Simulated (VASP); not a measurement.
NaSi16C16 (a cell with a defect) (Na interstitial hop between voids), 33 atoms in the cell. The cell holds a defect, 33 atoms: a = 6.188 Å, b = 6.188 Å, c = 10.129 Å, α = 90.00°, β = 90.00°, γ = 120.00°. 

- Program: VASP 6.6.1
- Task: single point
- Functional: PBE
- Potentials or basis: VASP PAW PBE potentials, release 64 (Si, C, Na_pv)
- Cutoff: 520 eV
- k mesh: 1 × 1 × 1
- Occupations: fermi-dirac, width 0.01 eV
- Spin: no spin polarisation
- Dipole correction: no
- Charge: 1
- Further INCAR settings: LREAL = Auto; ALGO = Normal; EDIFF = 1e-06; NBANDS = 90; NELECT = 134.0

Potentials or basis: VASP PAW PBE potentials, release 64 (Si, C, Na_pv).

Run with:

```console
$ cat potpaw_PBE.64/Si/POTCAR potpaw_PBE.64/C/POTCAR potpaw_PBE.64/Na_pv/POTCAR > POTCAR
$ mpirun -np 1 vasp_gam > vasp.out
```

Hardware: 1 thread of AMD EPYC 7R13 Processor (Zen 3), on a shared host.

Question: How long does it take, and how much memory?

Answer: Wall time 93 s on 1 thread of AMD EPYC 7R13 Processor (Zen 3), on a shared host, peak memory 0.37 GiB. Counts: scf iterations 15, k points 1.
